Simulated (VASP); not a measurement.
## Al5Co3Ni2: relaxation of cell and atoms with PBE

Crystal: Al5Co3Ni2.

```xyz
10
Lattice="2.8438 0.0472 0.0156 0.0472 2.9039 -0.0362 0.0801 -0.1854 14.9064" Properties=species:S:1:pos:R:3 pbc="T T T"
Al    1.4519    1.5175    0.0520
Al    1.5651    1.3897    3.1195
Al    1.4158    1.4381    6.0137
Al    1.3567    1.3108    8.9368
Al    1.5549    1.2412   11.8276
Co    0.0482    0.0025    4.4947
Co    0.0701   -0.1716   10.3885
Co    0.0138   -0.0810    7.3728
Ni    0.0680   -0.1460   13.3721
Ni    0.0434    0.0420    1.4497
```

| Quantity | Value |
| --- | --- |
| Program | VASP 6.6.1 |
| Task | relaxation of cell and atoms |
| Functional | PBE |
| Potentials or basis | VASP PAW PBE potentials, release 64 (Al, Co, Ni) |
| Cutoff | 600 eV |
| k mesh | 8 × 8 × 2 |
| Occupations | gaussian, width 0.2 eV |
| Spin | no spin polarisation |
| Dipole correction | no |
| Further INCAR settings | ALGO = Fast; EDIFF = 1e-07; IBRION = 2; EDIFFG = -0.025; NSW = 80; ISIF = 3 |

```yaml
Relaxed_volume: 11.83 Å³/atom
Relaxed_cell: a = 2.847 Å, b = 2.848 Å, c = 14.589 Å, α = 89.99°, β = 90.00°, γ = 90.01°
Space_group_after_relaxing_to_0.1_Å: P4/mmm (No. 123)
Energy_gained_by_relaxing: 49.9 meV/atom
Ionic_steps: 16
Pressure_after_relaxing: -0.2 GPa
Largest_force_after_relaxing: 0.011 eV/Å
Band_gap_on_the_k_mesh: zero (bands 31 and 32 overlap by 1.10 eV)
```

Forces on the atoms (eV/Å):
```
Al  -0.004  0.004  0.007
Al   0.004 -0.004 -0.002
Al   0.000 -0.004 -0.010
Al  -0.001  0.003 -0.007
Al   0.008 -0.007 -0.002
Co   0.000  0.003  0.003
Co  -0.004  0.002  0.003
Co  -0.001  0.003  0.010
Ni   0.003  0.005 -0.009
Ni  -0.005 -0.004  0.007
```

The path:
```tsv
step	energy change (eV)	largest force (eV/Å)	pressure (GPa)	volume (Å³)
1	0.0000	1.0941	-4.70	123.04
2	-0.3588	0.7591	2.70	116.69
3	-0.3627	0.7086	3.79	115.93
4	-0.4606	0.2380	-0.58	118.64
5	-0.4606	0.2428	-0.45	118.56
6	-0.4807	0.1922	-0.10	118.27
7	-0.4852	0.1779	0.17	118.07
8	-0.4912	0.0992	-0.11	118.24
9	-0.4934	0.0792	-0.41	118.45
10	-0.4951	0.0603	0.49	117.82
11	-0.4952	0.0608	0.36	117.91
12	-0.4974	0.0514	0.10	118.08
13	-0.4978	0.0575	-0.10	118.21
14	-0.4990	0.0365	0.04	118.12
15	-0.4991	0.0297	0.11	118.07
16	-0.4994	0.0110	-0.21	118.29
```

Final structure:
```
Al Co Ni
1.0
     2.84696    0.00012    0.00013
    -0.00054    2.84798    0.00002
    -0.00057    0.00133   14.58914
Al Co Ni
5 3 2
Direct
  0.50021 0.49978 0.99994
  0.50000 0.50044 0.20407
  0.50011 0.50016 0.40146
  0.50008 0.49972 0.59865
  0.49944 0.50010 0.79595
  0.00007 0.00014 0.30311
  0.99995 0.99983 0.69688
  0.00013 0.99981 0.49997
  0.99964 0.99963 0.89709
  0.00037 0.00040 0.10289
```

Levels at points of the mesh, in eV from the Fermi level:
| k point | band 29 | band 30 | band 31 | band 32 | band 33 | band 34 |
| --- | --- | --- | --- | --- | --- | --- |
| (0.00, 0.00, 0.00) | -0.71 | -0.68 | -0.48 | 0.19 | 1.84 | 1.84 |
| (0.50, 0.00, 0.00) | -1.02 | -0.76 | -0.75 | -0.57 | -0.04 | 0.14 |
| (0.00, 0.50, 0.00) | -1.02 | -0.76 | -0.75 | -0.57 | -0.04 | 0.14 |
| (0.50, 0.50, 0.00) | -0.17 | -0.15 | -0.14 | 1.60 | 1.60 | 1.66 |
| (0.00, 0.00, 0.50) | -0.71 | -0.67 | -0.47 | 0.52 | 0.57 | 3.63 |
| (0.50, 0.00, 0.50) | -1.00 | -0.78 | -0.77 | -0.56 | -0.06 | 0.16 |
| (0.00, 0.50, 0.50) | -1.00 | -0.78 | -0.77 | -0.56 | -0.06 | 0.16 |
| (0.50, 0.50, 0.50) | -0.14 | 0.52 | 0.53 | 0.58 | 0.58 | 1.82 |

Wall time 80 min on 1 thread of Intel(R) Xeon(R) Platinum 8259CL CPU @ 2.50GHz (Skylake/Cascade Lake), on a shared host, peak memory 0.52 GiB.

Caveat: the run has no spin polarisation, though such a crystal can be magnetic. Spin polarisation is off, so any magnetic state and its effect on volume and gap are missing.
